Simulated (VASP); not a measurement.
A run of VASP 6.6.1:

INCAR

```
  PREC = Accurate
  ENCUT = 520
  EDIFF = 1E-6
  ISMEAR = 0
  SIGMA = 0.05
  LREAL = F
  LASPH = T
  NELM = 80
  ALGO = Normal
  ISIF = 2
  LWAVE = F
  LCHARG = F
  NBANDS = 23
```

The input KPOINTS:

```
regular mesh
0
Gamma
  7 7 1
```

The input POSCAR:

```
HC3
1.0
    3.6960000000     -2.1338865949      0.0000000000
    0.0000000000      4.2677731898      0.0000000000
    0.0000000000      0.0000000000     20.0000000000
C H
6 2
Direct
    0.0000000000      0.0000000000      0.3000000000
    0.3333333333      0.3333333333      0.3000000000
    0.6666666667      0.3333333333      0.3000000000
    0.0000000000      0.6666666667      0.3000000000
    0.3333333333      0.6666666667      0.3000000000
    0.6666666667      0.0000000000      0.3000000000
    0.0000000000      0.3333333333      0.4586435045
    0.0000000000      0.3333333333      0.4202620632
```

Potentials or basis: VASP PAW LDA potentials, release 64 (C, H).

Launch:

```bash
$ cat potpaw_LDA.64/C/POTCAR potpaw_LDA.64/H/POTCAR > POTCAR
$ mpirun -np 1 vasp_std > vasp.out
```

Hardware: 1 thread of AMD EPYC 7R43 64-Core Processor (Zen 3), with other jobs on the host.

Task: Estimate the wall time of this run.

Result: It took 2.4 min on 1 thread of AMD EPYC 7R43 64-Core Processor (Zen 3) (shared host), peak memory 0.27 GiB. Counts: scf iterations 23, k points 8.
